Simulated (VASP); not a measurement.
# Ba (Pmmn) in VASP: further runs

Ba is run at these levels: PBE; tasks: single point, relaxation of cell and atoms.

Program: VASP 6.6.1. These are calculated values, not measurements. Logs are shortened: lines on timing, memory, paths and dates and some standing lists are left out, and cuts for length are marked.

## Step 1: The cell of the first run

The structure is orthorhombic, space group Pmmn (No. 59). Conventional cell: a = 5.302 Å, b = 6.008 Å, c = 4.520 Å, α = 90.00°, β = 90.00°, γ = 90.00°. Within 5.4 Å of Ba (site symmetry mm2) lie 8 Ba at 4.09 to 5.30 Å.

## Step 2: Single point, PBE

Contents of INCAR:

```
SYSTEM = Ba
PREC = Accurate
ENCUT = 520
EDIFF = 1E-6
ISMEAR = 0
SIGMA = 0.1
LREAL = .FALSE.
LASPH = .TRUE.
NELM = 60
ALGO = Normal
ISIF = 2
LWAVE = .FALSE.
LCHARG = .FALSE.
GGA = PE
NBANDS = 17
```

Contents of KPOINTS:

```
regular mesh
0
G
  4 4 4
  0 0 0
```

Contents of POSCAR:

```
Ba
1.0
    5.3015577000      0.0000000000      0.0000000000
    0.0000000000      6.0078810800      0.0000000000
    0.0000000000      0.0000000000      4.5195460300
Ba
2
Direct
    0.0000000000      0.0000000000      0.5896400900
    0.5000000000      0.5000000000      0.4103599100
```

Potentials or basis: VASP PAW PBE potentials, release 64 (Ba_sv).

Run with:

```bash
> cat potpaw_PBE.64/Ba_sv/POTCAR > POTCAR
> mpirun -np 1 vasp_std > vasp.out
```

OUTCAR:

```text
SYSTEM = Ba
   PREC = Accurate
   ENCUT = 520
   EDIFF = 1E-6
   ISMEAR = 0
   LREAL = .FALSE.
   LASPH = .TRUE.
   NELM = 60
   ISIF = 2
   GGA = PE

 ion  position               nearest neighbor table
   1  0.000  0.000  0.590-   2 4.09   2 4.09   2 4.09   2 4.09
   2  0.500  0.500  0.410-   1 4.09   1 4.09   1 4.09   1 4.09

  LATTYP: Found a simple orthorhombic cell.
 ALAT       =     4.5195460300
 B/A-ratio  =     1.1730288097
 C/A-ratio  =     1.3293107405

  Lattice vectors:

 A1 = (   0.0000000000,   0.0000000000,   4.5195460300)
 A2 = (   5.3015577000,   0.0000000000,   0.0000000000)
 A3 = (   0.0000000000,   6.0078810800,   0.0000000000)

Analysis of symmetry for initial positions (statically):
=====================================================================
 Subroutine PRICEL returns:
 Original cell was already a primitive cell.

 Routine SETGRP: Setting up the symmetry group for a
 simple orthorhombic supercell.

 Subroutine GETGRP returns: Found  8 space group operations
 (whereof  4 operations were pure point group operations)
 out of a pool of  8 trial point group operations.

The static configuration has the point symmetry C_2v.
 The point group associated with its full space group is D_2h.

Analysis of symmetry for dynamics (positions and initial velocities):
=====================================================================
 Subroutine PRICEL returns:
 Original cell was already a primitive cell.

 Routine SETGRP: Setting up the symmetry group for a
 simple orthorhombic supercell.

 Subroutine GETGRP returns: Found  8 space group operations
 (whereof  4 operations were pure point group operations)
 out of a pool of  8 trial point group operations.

The dynamic configuration has the point symmetry C_2v.
 The point group associated with its full space group is D_2h.

 Subroutine INISYM returns: Found  8 space group operations
 (whereof  4 operations are pure point group operations),
 and found     1 'primitive' translations

----------------------------------------------------------------------------------------

                                     Primitive cell

  volume of cell :     143.9526

  direct lattice vectors                    reciprocal lattice vectors
     5.301557700  0.000000000  0.000000000     0.188623808  0.000000000  0.000000000
     0.000000000  6.007881080  0.000000000     0.000000000  0.166448035  0.000000000
     0.000000000  0.000000000  4.519546030     0.000000000  0.000000000  0.221261161

  length of vectors
     5.301557700  6.007881080  4.519546030     0.188623808  0.166448035  0.221261161

  position of ions in fractional coordinates (direct lattice)
     0.000000000  0.000000000  0.589640090
     0.500000000  0.500000000  0.410359910

  ion indices of the primitive-cell ions
   primitive index   ion index
                 1           1
                 2           2

----------------------------------------------------------------------------------------

 KPOINTS: regular mesh

Automatic generation of k-mesh.
 Grid dimensions read from file:
 generate k-points for:    4    4    4

 Generating k-lattice:

  Cartesian coordinates                     Fractional coordinates (reciprocal lattice)
     0.047155952  0.000000000  0.000000000     0.250000000  0.000000000  0.000000000
     0.000000000  0.041612009  0.000000000     0.000000000  0.250000000  0.000000000
     0.000000000  0.000000000  0.055315290     0.000000000  0.000000000  0.250000000

  Length of vectors
     0.047155952  0.041612009  0.055315290

  Shift w.r.t. Gamma in fractional coordinates (k-lattice)
     0.000000000  0.000000000  0.000000000

 Subroutine IBZKPT returns following result:
 ===========================================

 Found     27 irreducible k-points:

 Following reciprocal coordinates:
            Coordinates               Weight
  0.000000  0.000000  0.000000      1.000000
  0.250000  0.000000  0.000000      2.000000
  0.500000  0.000000  0.000000      1.000000
  0.000000  0.250000  0.000000      2.000000
  0.250000  0.250000  0.000000      4.000000
  0.500000  0.250000  0.000000      2.000000
[... 16 lines left out ...]
  0.250000  0.250000  0.500000      4.000000
  0.500000  0.250000  0.500000      2.000000
 [... further k-points ...]
   k-points           NKPTS =     27   k-points in BZ     NKDIM =     27   number of bands    NBANDS=     17
   number of dos      NEDOS =    301   number of ions     NIONS =      2
   total plane-waves  NPLWV =  69120
   dimension x,y,z NGX =    40 NGY =   48 NGZ =   36
   dimension x,y,z NGXF=    80 NGYF=   96 NGZF=   72
   ions per type =               2
   NGX,Y,Z   is equivalent  to a cutoff of  12.54, 13.28, 13.24 a.u.
   NGXF,Y,Z  is equivalent  to a cutoff of  25.09, 26.56, 26.48 a.u.
 SYSTEM =  Ba
   PREC   = accura    normal or accurate (medium, high low for compatibility)
   ISTART =      0    job   : 0-new  1-cont  2-samecut
   ICHARG =      2    charge: 1-file 2-atom 10-const
   ISPIN  =      1    spin polarized calculation?
   LNONCOLLINEAR =      F non collinear calculations
   LSORBIT =      F    spin-orbit coupling
   LASPH  =      T    aspherical Exc in radial PAW
   ENCUT  =  520.0 eV  38.22 Ry    6.18 a.u.   9.86 11.17  8.40*2*pi/ulx,y,z
   NELM   =     60;   NELMIN=  2; NELMDL= -5     # of ELM steps
   EDIFF  = 0.1E-05   stopping-criterion for ELM
   LREAL  =      F    real-space projection
   EDIFFG = 0.1E-04   stopping-criterion for IOM
   NSW    =      0    number of steps for IOM
   IBRION =     -1    ionic relax: 0-MD 1-quasi-New 2-CG
   NFREE  =      0    steps in history (QN), initial steepest desc. (CG)
   ISIF   =      2    stress and relaxation
   ISYM   =      2    0-nonsym 1-usesym 2-fastsym
   POTIM  = 0.5000    time-step for ionic-motion
   TEBEG  =    0.0;   TEEND  =   0.0 temperature during run
   PSTRESS=    0.0 pullay stress
   NELECT =      20.0000    total number of electrons
   NUPDOWN=      -1.0000    fix difference up-down
   EMIN   =  10.00;   EMAX   =-10.00  energy-range for DOS
   EFERMI =   0.00;   METHOD = LEGACY
   ISMEAR =     0;   SIGMA  =   0.10  broadening in eV -4-tet -1-fermi 0-gaus
   EFERMI_NEDOS =   21; number of points for ismear=-14 and -15
   IALGO  =     38    algorithm
   IMIX   =      4    mixing-type and parameters
     AMIX     =   0.40;   BMIX     =  1.00
     AMIX_MAG =   1.60;   BMIX_MAG =  1.00
  volume/ion in A,a.u.               =      71.98       485.72
  Fermi-wavevector in a.u.,A,eV,Ry     =   0.847901  1.602300  9.781711  0.718935
  Thomas-Fermi vector in A             =   1.963479
   LORBIT       =      0    0 simple, 1 ext, 2 COOP (PROOUT), +10 PAW based schemes
   GGA     = PE    functional components
   LHFCALC =     F    Hartree Fock is set to
   AEXX    =    0.0000 exact exchange contribution
   IVDW    =     0    specifies the selected vdW correction
   LEPSILON=     F    determine dielectric tensor
   LRPA    =     F    only Hartree local field effects (RPA)
 non-spin polarized calculation
 Gauss-broadening in eV      SIGMA  =   0.10
  energy-cutoff  :      520.00
  volume of cell :      143.95
 maximum number of plane-waves:      3896
 NGX is ok and might be reduce to    40
   NGX = 19   NGY = 23   NGZ = 17

 number of electron      19.9999999 magnetization

 Free energy of the ion-electron system (eV)
  ---------------------------------------------------
  ext. energy  EPLUGINS =         0.00000000
  ---------------------------------------------------
  free energy    TOTEN  =        -3.23733902 eV

  energy without entropy =       -3.22050115  energy(sigma->0) =       -3.22892008

 E-fermi :   1.1295     XC(G=0):  -6.9738

 val. band max:        1.0534436239   @ k =   0.5000   0.5000   0.2500
 cond. band min:       1.1305714891   @ k =   0.2500   0.2500   0.2500
 fundamental gap:      0.0771278652
 Fermi energy:         1.1295457442

 k-point     1 :       0.0000    0.0000    0.0000
  band No.  band energies     occupation
      1     -28.1029      2.00000
      2     -28.0243      2.00000
      3     -13.5008      2.00000
      4     -13.3776      2.00000
      5     -13.1554      2.00000
      6     -13.1078      2.00000
[... 9 lines left out ...]
     16       3.9730      0.00000
     17       4.4715      0.00000

 k-point     2 :       0.2500    0.0000    0.0000
  band No.  band energies     occupation
      1     -28.0909      2.00000
      2     -28.0353      2.00000
      3     -13.4297      2.00000
      4     -13.3565      2.00000
      5     -13.1485      2.00000
      6     -13.1375      2.00000
[... 9 lines left out ...]
     16       3.9388      0.00000
     17       3.9448      0.00000

 k-point     3 :       0.5000    0.0000    0.0000
  band No.  band energies     occupation
      1     -28.0626      2.00000
      2     -28.0626      2.00000
      3     -13.2704      2.00000
      4     -13.2704      2.00000
      5     -13.2535      2.00000
      6     -13.2535      2.00000
[... 9 lines left out ...]
     16       3.8783      0.00000
     17       4.2618      0.00000

 k-point     4 :       0.0000    0.2500    0.0000
  band No.  band energies     occupation
      1     -28.0914      2.00000
      2     -28.0358      2.00000
      3     -13.4431      2.00000
      4     -13.3262      2.00000
      5     -13.1508      2.00000
      6     -13.1395      2.00000
[... 9 lines left out ...]
     16       3.9250      0.00000
     17       4.1599      0.00000
[... 343 lines left out ...]
      1     -28.0795      2.00000
      2     -28.0259      2.00000
      3     -13.4523      2.00000
      4     -13.3209      2.00000
      5     -13.3179      2.00000
      6     -13.2989      2.00000
[... 9 lines left out ...]
     16       3.6456      0.00000
     17       4.1388      0.00000

 k-point    23 :       0.2500    0.2500    0.5000
  band No.  band energies     occupation
      1     -28.0711      2.00000
      2     -28.0332      2.00000
      3     -13.4519      2.00000
      4     -13.3753      2.00000
      5     -13.3458      2.00000
      6     -13.2074      2.00000
[... 9 lines left out ...]
     16       3.7818      0.00000
     17       4.3838      0.00000

 k-point    24 :       0.5000    0.2500    0.5000
  band No.  band energies     occupation
      1     -28.0515      2.00000
      2     -28.0515      2.00000
      3     -13.4251      2.00000
      4     -13.4251      2.00000
      5     -13.3205      2.00000
      6     -13.3205      2.00000
[... 9 lines left out ...]
     16       3.8320      0.00000
     17       4.4251      0.00000

 [... further k-points ...]
[... 5 lines left out ...]
  --------------------------------------------------------------------------------------
  -------------------------------------------------------------------------------------
  Total       -0.5211597      0.1803508     -1.2130454      0.0000000      0.0000000      0.0000000
  in kB       -5.8004508      2.0072853    -13.5010639      0.0000000      0.0000000      0.0000000
  external PRESSURE =      -5.7647431 kB  Pullay stress =       0.0000000 kB

 VOLUME and BASIS-vectors are now :
 -----------------------------------------------------------------------------
  energy-cutoff  :      520.00
  volume of cell :      143.95
      direct lattice vectors                 reciprocal lattice vectors
     5.301557700  0.000000000  0.000000000     0.188623808  0.000000000  0.000000000
     0.000000000  6.007881080  0.000000000     0.000000000  0.166448035  0.000000000
     0.000000000  0.000000000  4.519546030     0.000000000  0.000000000  0.221261161

 POSITION                                       TOTAL-FORCE (eV/Angst)
 -----------------------------------------------------------------------------------
      0.00000      0.00000      2.66491         0.000000      0.000000      0.364831
      2.65078      3.00394      1.85464         0.000000      0.000000     -0.364831
 -----------------------------------------------------------------------------------
    total drift:                                0.000000      0.000000      0.000000

  FREE ENERGIE OF THE ION-ELECTRON SYSTEM (eV)
  ---------------------------------------------------
  free  energy   TOTEN  =        -3.2373390150 eV

  energy  without entropy=       -3.2205011460  energy(sigma->0) =       -3.22892008
```

Wall time 35 s (1 thread of Oxide Virtual Turin-like, shared host); peak memory 0.22 GiB.

What came out:

* Free energy: -3.2373 eV
* Pressure: -0.6 GPa
* Largest force: 0.365 eV/Å
* Band gap on the k mesh: zero (band 10 reaches 1.13 eV, above the bottom of band 11 at 1.03 eV)

Forces in eV/Å, atoms in the order of the input:
```
Ba   0.000  0.000  0.365
Ba   0.000  0.000 -0.365
```

Caveat: spin-orbit coupling is left out, which moves the levels of the heavy elements.

(Continued in part 2 of 2.)
